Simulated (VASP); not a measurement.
# BaTiO3 (Pm-3m) in VASP: notebook

Runs on BaTiO3. Level: PBE. Tasks: single point.

All numbers are computed with VASP 6.6.1; they aren't measurements. Logs are shortened: lines on timing, memory, paths and dates and some standing lists are left out, and cuts for length are marked.

### Step 1. The cell of the first run

The structure is cubic, space group Pm-3m (No. 221). Conventional cell: a = 4.039 Å, b = 4.039 Å, c = 4.039 Å, α = 90.00°, β = 90.00°, γ = 90.00°. Within 3.8 Å of Ba (site symmetry m-3m) lie 12 O at 2.86 Å and 8 Ti at 3.50 Å. Within 2.7 Å of Ti (site symmetry m-3m) lie 6 O at 2.02 Å. Within 2.7 Å of O (site symmetry 4/mmm) lie 2 Ti at 2.02 Å.

### Step 2. Single point, PBE

Contents of INCAR:

```
SYSTEM = BaTiO3
ALGO = Normal ; EDIFF = 1E-6
ENCUT = 520 ; GGA = PE
ISIF = 2 ; ISMEAR = 0
LASPH = .TRUE. ; LCHARG = .FALSE.
LREAL = .FALSE. ; LWAVE = .FALSE.
NBANDS = 28 ; NELM = 100
PREC = Accurate ; SIGMA = 0.01
```

Contents of KPOINTS:

```
k-points
0
G
  6 6 6
  0 0 0
```

Contents of POSCAR:

```
BaTiO3
1.0
    4.0391089395      0.0000000000      0.0000000000
    0.0000000000      4.0391089395      0.0000000000
    0.0000000000      0.0000000000      4.0391089395
Ba Ti O
1 1 3
Direct
    0.5000000000      0.5000000000      0.5000000000
    0.0000000000      0.0000000000      0.0000000000
    0.5000000000      0.0000000000      0.0000000000
    0.0000000000      0.5000000000      0.0000000000
    0.0000000000      0.0000000000      0.5000000000
```

Potentials or basis: VASP PAW PBE potentials, release 64 (Ba_sv, Ti_sv, O).

On the command line:

```bash
cat potpaw_PBE.64/Ba_sv/POTCAR potpaw_PBE.64/Ti_sv/POTCAR potpaw_PBE.64/O/POTCAR > POTCAR
mpirun -np 1 vasp_std > vasp.out
```

OUTCAR:

```text
SYSTEM = BaTiO3
   EDIFF = 1E-6
   ENCUT = 520
   GGA = PE
   ISIF = 2
   ISMEAR = 0
   LASPH = .TRUE.
   LREAL = .FALSE.
   NELM = 100
   PREC = Accurate

 ion  position               nearest neighbor table
   1  0.500  0.500  0.500-   3 2.86   4 2.86   5 2.86   3 2.86   4 2.86   3 2.86   5 2.86   3 2.86
                             4 2.86   5 2.86   4 2.86   5 2.86   2 3.50   2 3.50   2 3.50   2 3.50
   2  0.000  0.000  0.000-   3 2.02   4 2.02   5 2.02   5 2.02   4 2.02   3 2.02   1 3.50   1 3.50
                             1 3.50   1 3.50   1 3.50   1 3.50   1 3.50   1 3.50
   3  0.500  0.000  0.000-   2 2.02   2 2.02   1 2.86   1 2.86   1 2.86   1 2.86
   4  0.000  0.500  0.000-   2 2.02   2 2.02   1 2.86   1 2.86   1 2.86   1 2.86
   5  0.000  0.000  0.500-   2 2.02   2 2.02   1 2.86   1 2.86   1 2.86   1 2.86

  LATTYP: Found a simple cubic cell.
 ALAT       =     4.0391089395

  Lattice vectors:

 A1 = (   4.0391089395,   0.0000000000,   0.0000000000)
 A2 = (   0.0000000000,   4.0391089395,   0.0000000000)
 A3 = (   0.0000000000,   0.0000000000,   4.0391089395)

Analysis of symmetry for initial positions (statically):
=====================================================================
 Subroutine PRICEL returns:
 Original cell was already a primitive cell.

 Routine SETGRP: Setting up the symmetry group for a
 simple cubic supercell.

 Subroutine GETGRP returns: Found 48 space group operations
[... 9 lines left out ...]

 Routine SETGRP: Setting up the symmetry group for a
 simple cubic supercell.

 Subroutine GETGRP returns: Found 48 space group operations
[... 11 lines left out ...]
                                     Primitive cell

  volume of cell :      65.8956

  direct lattice vectors                    reciprocal lattice vectors
     4.039108940  0.000000000  0.000000000     0.247579358  0.000000000  0.000000000
     0.000000000  4.039108940  0.000000000     0.000000000  0.247579358  0.000000000
     0.000000000  0.000000000  4.039108940     0.000000000  0.000000000  0.247579358

  length of vectors
     4.039108940  4.039108940  4.039108940     0.247579358  0.247579358  0.247579358

  position of ions in fractional coordinates (direct lattice)
     0.500000000  0.500000000  0.500000000
     0.000000000  0.000000000  0.000000000
     0.500000000  0.000000000  0.000000000
     0.000000000  0.500000000  0.000000000
     0.000000000  0.000000000  0.500000000

  ion indices of the primitive-cell ions
   primitive index   ion index
                 1           1
                 2           2
                 3           3
                 4           4
                 5           5

----------------------------------------------------------------------------------------

 KPOINTS: k-points

Automatic generation of k-mesh.
 Grid dimensions read from file:
 generate k-points for:    6    6    6

 Generating k-lattice:

  Cartesian coordinates                     Fractional coordinates (reciprocal lattice)
     0.041263226  0.000000000  0.000000000     0.166666667  0.000000000  0.000000000
     0.000000000  0.041263226  0.000000000     0.000000000  0.166666667  0.000000000
     0.000000000  0.000000000  0.041263226     0.000000000  0.000000000  0.166666667

  Length of vectors
     0.041263226  0.041263226  0.041263226

  Shift w.r.t. Gamma in fractional coordinates (k-lattice)
     0.000000000  0.000000000  0.000000000

 Subroutine IBZKPT returns following result:
 ===========================================

 Found     20 irreducible k-points:

 Following reciprocal coordinates:
            Coordinates               Weight
  0.000000  0.000000  0.000000      1.000000
  0.166667  0.000000  0.000000      6.000000
  0.333333  0.000000  0.000000      6.000000
  0.500000  0.000000  0.000000      3.000000
  0.166667  0.166667  0.000000     12.000000
  0.333333  0.166667  0.000000     24.000000
[... 12 lines left out ...]
  0.500000  0.500000  0.333333      6.000000
  0.500000  0.500000  0.500000      1.000000
   k-points           NKPTS =     20   k-points in BZ     NKDIM =     20   number of bands    NBANDS=     28
   number of dos      NEDOS =    301   number of ions     NIONS =      5
   total plane-waves  NPLWV =  27000
   dimension x,y,z NGX =    30 NGY =   30 NGZ =   30
   dimension x,y,z NGXF=    60 NGYF=   60 NGZF=   60
   ions per type =               1   1   3
   NGX,Y,Z   is equivalent  to a cutoff of  12.35, 12.35, 12.35 a.u.
   NGXF,Y,Z  is equivalent  to a cutoff of  24.70, 24.70, 24.70 a.u.
 SYSTEM =  BaTiO3
   PREC   = accura    normal or accurate (medium, high low for compatibility)
   ISTART =      0    job   : 0-new  1-cont  2-samecut
   ICHARG =      2    charge: 1-file 2-atom 10-const
   ISPIN  =      1    spin polarized calculation?
   LNONCOLLINEAR =      F non collinear calculations
   LSORBIT =      F    spin-orbit coupling
   LASPH  =      T    aspherical Exc in radial PAW
   ENCUT  =  520.0 eV  38.22 Ry    6.18 a.u.   7.51  7.51  7.51*2*pi/ulx,y,z
   NELM   =    100;   NELMIN=  2; NELMDL= -5     # of ELM steps
   EDIFF  = 0.1E-05   stopping-criterion for ELM
   LREAL  =      F    real-space projection
   EDIFFG = 0.1E-04   stopping-criterion for IOM
   NSW    =      0    number of steps for IOM
   IBRION =     -1    ionic relax: 0-MD 1-quasi-New 2-CG
   NFREE  =      0    steps in history (QN), initial steepest desc. (CG)
   ISIF   =      2    stress and relaxation
   ISYM   =      2    0-nonsym 1-usesym 2-fastsym
   POTIM  = 0.5000    time-step for ionic-motion
   TEBEG  =    0.0;   TEEND  =   0.0 temperature during run
   PSTRESS=    0.0 pullay stress
   NELECT =      40.0000    total number of electrons
   NUPDOWN=      -1.0000    fix difference up-down
   EMIN   =  10.00;   EMAX   =-10.00  energy-range for DOS
   EFERMI =   0.00;   METHOD = LEGACY
   ISMEAR =     0;   SIGMA  =   0.01  broadening in eV -4-tet -1-fermi 0-gaus
   EFERMI_NEDOS =   21; number of points for ismear=-14 and -15
   IALGO  =     38    algorithm
   IMIX   =      4    mixing-type and parameters
     AMIX     =   0.40;   BMIX     =  1.00
     AMIX_MAG =   1.60;   BMIX_MAG =  1.00
  volume/ion in A,a.u.               =      13.18        88.94
  Fermi-wavevector in a.u.,A,eV,Ry     =   1.386147  2.619438 26.142278  1.921403
  Thomas-Fermi vector in A             =   2.510490
   LORBIT       =      0    0 simple, 1 ext, 2 COOP (PROOUT), +10 PAW based schemes
   GGA     = PE    functional components
   LHFCALC =     F    Hartree Fock is set to
   AEXX    =    0.0000 exact exchange contribution
   IVDW    =     0    specifies the selected vdW correction
   LEPSILON=     F    determine dielectric tensor
   LRPA    =     F    only Hartree local field effects (RPA)
 non-spin polarized calculation
 Gauss-broadening in eV      SIGMA  =   0.01
  energy-cutoff  :      520.00
  volume of cell :       65.90
 maximum number of plane-waves:      1800
   NGX = 15   NGY = 15   NGZ = 15

 number of electron      39.9999977 magnetization

 Free energy of the ion-electron system (eV)
  ---------------------------------------------------
  ext. energy  EPLUGINS =         0.00000000
  ---------------------------------------------------
  free energy    TOTEN  =       -39.98510340 eV

  energy without entropy =      -39.98510340  energy(sigma->0) =      -39.98510340

 E-fermi :   3.7657     XC(G=0): -11.1167

 val. band max:        3.6253123286   @ k =   0.5000   0.5000   0.5000
 cond. band min:       5.3150986365   @ k =   0.0000   0.0000   0.0000
 fundamental gap:      1.6897863080
 Fermi energy:         3.7657250454

 k-point     1 :       0.0000    0.0000    0.0000
  band No.  band energies     occupation
      1     -53.1267      2.00000
      2     -29.3235      2.00000
      3     -29.3235      2.00000
      4     -29.3235      2.00000
      5     -21.2541      2.00000
      6     -13.2043      2.00000
[... 20 lines left out ...]
     27       8.6458      0.00000
     28      10.7127      0.00000

 k-point     2 :       0.1667    0.0000    0.0000
  band No.  band energies     occupation
      1     -53.1265      2.00000
      2     -29.3349      2.00000
      3     -29.3231      2.00000
      4     -29.3231      2.00000
      5     -21.2289      2.00000
      6     -13.2161      2.00000
[... 20 lines left out ...]
     27       9.1612      0.00000
     28      11.3596      0.00000

 k-point     3 :       0.3333    0.0000    0.0000
  band No.  band energies     occupation
      1     -53.1261      2.00000
      2     -29.3576      2.00000
      3     -29.3222      2.00000
      4     -29.3222      2.00000
      5     -21.1775      2.00000
      6     -13.3147      2.00000
[... 20 lines left out ...]
     27      10.3508      0.00000
     28      11.7885      0.00000

 k-point     4 :       0.5000    0.0000    0.0000
  band No.  band energies     occupation
      1     -53.1259      2.00000
      2     -29.3688      2.00000
      3     -29.3218      2.00000
      4     -29.3218      2.00000
      5     -21.1513      2.00000
      6     -13.3853      2.00000
[... 20 lines left out ...]
     27      11.0729      0.00000
     28      11.7104      0.00000

 k-point     5 :       0.1667    0.1667    0.0000
  band No.  band energies     occupation
      1     -53.1263      2.00000
      2     -29.3346      2.00000
      3     -29.3341      2.00000
      4     -29.3226      2.00000
      5     -21.2057      2.00000
      6     -13.1918      2.00000
[... 20 lines left out ...]
     27       9.6625      0.00000
     28      11.6220      0.00000

 k-point     6 :       0.3333    0.1667    0.0000
  band No.  band energies     occupation
      1     -53.1259      2.00000
      2     -29.3569      2.00000
      3     -29.3334      2.00000
      4     -29.3218      2.00000
      5     -21.1586      2.00000
      6     -13.2217      2.00000
[... 339 lines left out ...]
      5     -21.0715      2.00000
      6     -12.7244      2.00000
[... 20 lines left out ...]
     27      11.3043      0.00000
     28      11.3043      0.00000

 k-point    18 :       0.5000    0.3333    0.3333
  band No.  band energies     occupation
      1     -53.1246      2.00000
      2     -29.3651      2.00000
      3     -29.3537      2.00000
      4     -29.3535      2.00000
      5     -21.0551      2.00000
      6     -12.6221      2.00000
[... 20 lines left out ...]
     27      11.1679      0.00000
     28      11.1847      0.00000

 k-point    19 :       0.5000    0.5000    0.3333
  band No.  band energies     occupation
      1     -53.1244      2.00000
      2     -29.3645      2.00000
      3     -29.3645      2.00000
      4     -29.3531      2.00000
      5     -21.0396      2.00000
      6     -12.4575      2.00000
[... 20 lines left out ...]
     27      10.8580      0.00000
     28      11.0031      0.00000

 k-point    20 :       0.5000    0.5000    0.5000
  band No.  band energies     occupation
      1     -53.1242      2.00000
      2     -29.3640      2.00000
      3     -29.3640      2.00000
      4     -29.3640      2.00000
      5     -21.0248      2.00000
      6     -12.3229      2.00000
[... 20 lines left out ...]
     27      11.0034      0.00000
     28      11.0034      0.00000

------------------------ aborting loop because EDIFF is reached ----------------------------------------

  FORCE on cell =-STRESS in cart. coord.  units (eV):
  Direction    XX          YY          ZZ          XY          YZ          ZX
  --------------------------------------------------------------------------------------
  -------------------------------------------------------------------------------------
  Total       -0.2842812     -0.2842812     -0.2842812      0.0000000     -0.0000000      0.0000000
  in kB       -6.9119739     -6.9119739     -6.9119739      0.0000000     -0.0000000      0.0000000
  external PRESSURE =      -6.9119739 kB  Pullay stress =       0.0000000 kB

 VOLUME and BASIS-vectors are now :
 -----------------------------------------------------------------------------
  energy-cutoff  :      520.00
  volume of cell :       65.90
      direct lattice vectors                 reciprocal lattice vectors
     4.039108940  0.000000000  0.000000000     0.247579358  0.000000000  0.000000000
     0.000000000  4.039108940  0.000000000     0.000000000  0.247579358  0.000000000
     0.000000000  0.000000000  4.039108940     0.000000000  0.000000000  0.247579358

 POSITION                                       TOTAL-FORCE (eV/Angst)
 -----------------------------------------------------------------------------------
      2.01955      2.01955      2.01955         0.000000      0.000000      0.000000
      0.00000      0.00000      0.00000         0.000000      0.000000      0.000000
      2.01955      0.00000      0.00000         0.000000      0.000000      0.000000
      0.00000      2.01955      0.00000         0.000000      0.000000      0.000000
      0.00000      0.00000      2.01955         0.000000      0.000000      0.000000
 -----------------------------------------------------------------------------------
    total drift:                                0.000000     -0.000000      0.000000

  FREE ENERGIE OF THE ION-ELECTRON SYSTEM (eV)
  ---------------------------------------------------
  free  energy   TOTEN  =       -39.9851033995 eV

  energy  without entropy=      -39.9851033995  energy(sigma->0) =      -39.98510340
```

Wall time 16 s (1 thread of Intel Xeon 6975P-C (Granite Rapids), shared host); peak memory 0.19 GiB.

What came out:

```
Free energy            : -39.9851 eV
Pressure               : -0.7 GPa
Band gap on the k mesh : 1.69 eV, indirect (least direct gap 1.86 eV)
```

Caveat: spin-orbit coupling is left out, which moves the levels of the heavy elements. A k mesh can miss the band edges.

### Step 3. Single point, PBE

This run uses another cell than the first one, of 13.50 Å³/atom, 1.024 times its volume.

Contents of INCAR:

```
  PREC = Accurate
  ENCUT = 520
  EDIFF = 1E-6
  ISMEAR = 0
  SIGMA = 0.01
  LREAL = F
  LASPH = T
  NELM = 80
  ALGO = Normal
  ISIF = 2
  LWAVE = F
  LCHARG = F
  GGA = PE
  NBANDS = 28
```

Contents of KPOINTS:

```
Automatic mesh
0
Gamma
  6 6 6
```

POSCAR: that of step 2 with these lines changed.

```diff
@@ -2,5 +2,5 @@
 1.0
-    4.0391089395      0.0000000000      0.0000000000
-    0.0000000000      4.0391089395      0.0000000000
-    0.0000000000      0.0000000000      4.0391089395
+    4.0716838054      0.0000000000      0.0000000000
+    0.0000000000      4.0716838054      0.0000000000
+    0.0000000000      0.0000000000      4.0716838054
 Ba Ti O
```

Potentials or basis: VASP PAW PBE potentials, release 64 (Ba_sv, Ti_sv, O).

On the command line:

```bash
cat potpaw_PBE.64/Ba_sv/POTCAR potpaw_PBE.64/Ti_sv/POTCAR potpaw_PBE.64/O/POTCAR > POTCAR
mpirun -np 1 vasp_std > vasp.out
```

It took 16 s on 1 thread of Intel Xeon 6975P-C (Granite Rapids), shared host; peak memory 0.19 GiB.

Results (log left out):

```
Free energy            : -39.9611 eV
Pressure               : -4.3 GPa
Band gap on the k mesh : 1.64 eV, indirect (least direct gap 1.83 eV)
```

Levels at points of the mesh, in eV from the valence-band top:
```csv
k point,band 18,band 19,band 20,band 21,band 22,band 23
"(0.00, 0.00, 0.00)",-0.19,-0.19,-0.19,1.64,1.64,1.64
"(0.50, 0.00, 0.00)",-1.76,-0.71,-0.71,1.78,3.23,3.23
"(0.50, 0.50, 0.00)",-0.89,-0.89,-0.08,3.24,3.24,3.63
"(0.50, 0.50, 0.50)",0.00,0.00,0.00,3.85,3.85,3.85
```

Caveat: spin-orbit coupling is left out, which moves the levels of the heavy elements. A k mesh can miss the band edges.

### Step 4. Single point, PBE

This run uses another cell than the first one, of 13.82 Å³/atom, 1.049 times its volume.

Contents of INCAR:

```
ALGO = Normal
EDIFF = 1E-7
ENCUT = 520
GGA = PE
ISIF = 2
ISMEAR = 0
LASPH = T
LCHARG = T
LELF = T
LREAL = F
LVHAR = T
LWAVE = F
NBANDS = 28
NELM = 60
PREC = Accurate
SIGMA = 0.01
```

Contents of KPOINTS:

```
k-points
0
Gamma
  6 6 6
```

POSCAR: that of step 3 with these lines changed.

```diff
@@ -2,5 +2,5 @@
 1.0
-    4.0716838054      0.0000000000      0.0000000000
-    0.0000000000      4.0716838054      0.0000000000
-    0.0000000000      0.0000000000      4.0716838054
+    4.1037456279      0.0000000000      0.0000000000
+    0.0000000000      4.1037456279      0.0000000000
+    0.0000000000      0.0000000000      4.1037456279
 Ba Ti O
```

On the command line:

```bash
cat potpaw_PBE.64/Ba_sv/POTCAR potpaw_PBE.64/Ti_sv/POTCAR potpaw_PBE.64/O/POTCAR > POTCAR
mpirun -np 1 vasp_std > vasp.out
```

Wall time 18 s (1 thread of Intel Xeon 6975P-C (Granite Rapids), shared host); peak memory 0.19 GiB.

The run converged. Its results:

| Quantity | Value |
| --- | --- |
| Free energy | -39.9033 eV |
| Pressure | -7.5 GPa |
| Band gap on the k mesh | 1.59 eV, indirect (least direct gap 1.80 eV) |

Levels at points of the mesh, in eV from the valence-band top:
```csv
k point,band 17,band 18,band 19,band 20,band 21,band 22,band 23,band 24
"(0.00, 0.00, 0.00)",-0.98,-0.21,-0.21,-0.21,1.59,1.59,1.59,3.41
"(0.50, 0.00, 0.00)",-1.73,-1.71,-0.71,-0.71,1.72,3.12,3.12,3.42
"(0.50, 0.50, 0.00)",-1.74,-0.90,-0.90,-0.08,3.12,3.12,3.51,4.17
"(0.50, 0.50, 0.50)",-2.41,0.00,0.00,0.00,3.71,3.71,3.71,6.39
```

Caveat: spin-orbit coupling is left out, which moves the levels of the heavy elements. A k mesh can miss the band edges.

### Step 5. Single point, PBE

This run uses another cell than the first one, of 14.14 Å³/atom, 1.073 times its volume.

Contents of INCAR:

```
  PREC = Accurate
  ENCUT = 520
  EDIFF = 1E-6
  ISMEAR = 0
  SIGMA = 0.01
  LREAL = F
  LASPH = T
  NELM = 80
  ALGO = Normal
  ISIF = 2
  LWAVE = F
  LCHARG = F
  GGA = PE
  NBANDS = 28
```

Contents of KPOINTS:

```
Automatic mesh
0
Gamma
  6 6 6
```

POSCAR: that of step 4 with these lines changed.

```diff
@@ -2,5 +2,5 @@
 1.0
-    4.1037456279      0.0000000000      0.0000000000
-    0.0000000000      4.1037456279      0.0000000000
-    0.0000000000      0.0000000000      4.1037456279
+    4.1353141425      0.0000000000      0.0000000000
+    0.0000000000      4.1353141425      0.0000000000
+    0.0000000000      0.0000000000      4.1353141425
 Ba Ti O
```

On the command line:

```bash
cat potpaw_PBE.64/Ba_sv/POTCAR potpaw_PBE.64/Ti_sv/POTCAR potpaw_PBE.64/O/POTCAR > POTCAR
mpirun -np 1 vasp_std > vasp.out
```

Wall time 16 s (1 thread of Intel Xeon 6975P-C (Granite Rapids), shared host); peak memory 0.19 GiB.

Results (log left out):

```
Free energy            : -39.8158 eV
Pressure               : -10.2 GPa
Band gap on the k mesh : 1.55 eV, indirect (least direct gap 1.77 eV)
```

Levels at points of the mesh, in eV from the valence-band top:
```
           k point  band 18  band 19  band 20  band 21  band 22  band 23
(0.00, 0.00, 0.00)    -0.22    -0.22    -0.22     1.55     1.55     1.55
(0.50, 0.00, 0.00)    -1.65    -0.70    -0.70     1.67     3.01     3.01
(0.50, 0.50, 0.00)    -0.90    -0.90    -0.08     3.02     3.02     3.39
(0.50, 0.50, 0.50)     0.00     0.00     0.00     3.58     3.58     3.58
```

Caveat: spin-orbit coupling is left out, which moves the levels of the heavy elements. As with any semilocal functional, this PBE gap is likely too small.

### Step 6. Overview

| cell | gap on the mesh (eV) | pressure (GPa) |
| --- | --- | --- |
| a = 4.039 Å, 5 atoms | 1.69 | -0.7 |
| a = 4.072 Å, 5 atoms | 1.64 | -4.3 |
| a = 4.104 Å, 5 atoms | 1.59 | -7.5 |
| a = 4.135 Å, 5 atoms | 1.55 | -10.2 |

Alike in all rows: task single point; level PBE; potentials or basis VASP PAW PBE potentials, release 64 (Ba_sv, Ti_sv, O); no spin polarisation; k mesh 6 × 6 × 6; cutoff (eV) 520; smearing gaussian 0.01 eV.

Caveats: spin-orbit coupling is left out, which moves the levels of the heavy elements.

Total energies depend on the potentials used, so only differences within one code and one set of settings carry meaning.
